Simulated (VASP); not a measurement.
A run of VASP 6.6.1:

File INCAR:

```
PREC = Accurate
ENCUT = 560
EDIFF = 1E-6
ISMEAR = 0
SIGMA = 0.05
LREAL = F
LASPH = T
NELM = 120
ALGO = Normal
ISIF = 2
LWAVE = F
LCHARG = F
GGA = CA
NBANDS = 23
GGA_COMPAT = F
```

The input KPOINTS:

```
Automatic mesh
0
Gamma
  8 8 8
```

POSCAR

```
TcIr
1.0
    3.0500199436      0.0000000000      0.0000000000
    0.0000000000      3.0500199436      0.0000000000
    0.0000000000      0.0000000000      3.0500199436
Ir Tc
1 1
Direct
    0.0000000000      0.0000000000      0.0000000000
    0.5000000000      0.5000000000      0.5000000000
```

Potentials or basis: VASP PAW LDA potentials, release 64 (Ir_sv_GW, Tc_sv).

Command:

```sh
$ cat potpaw_LDA.64/Ir_sv_GW/POTCAR potpaw_LDA.64/Tc_sv/POTCAR > POTCAR
$ mpirun -np 1 vasp_std > vasp.out
```

Hardware: 1 thread of AMD EPYC 7R13 Processor (Zen 3), on a shared host.

Q: Estimate the wall time of this run.

A: Wall time 20 s on 1 thread of AMD EPYC 7R13 Processor (Zen 3) (shared host), peak memory 0.12 GiB. Counts: scf iterations 16, k points 35.
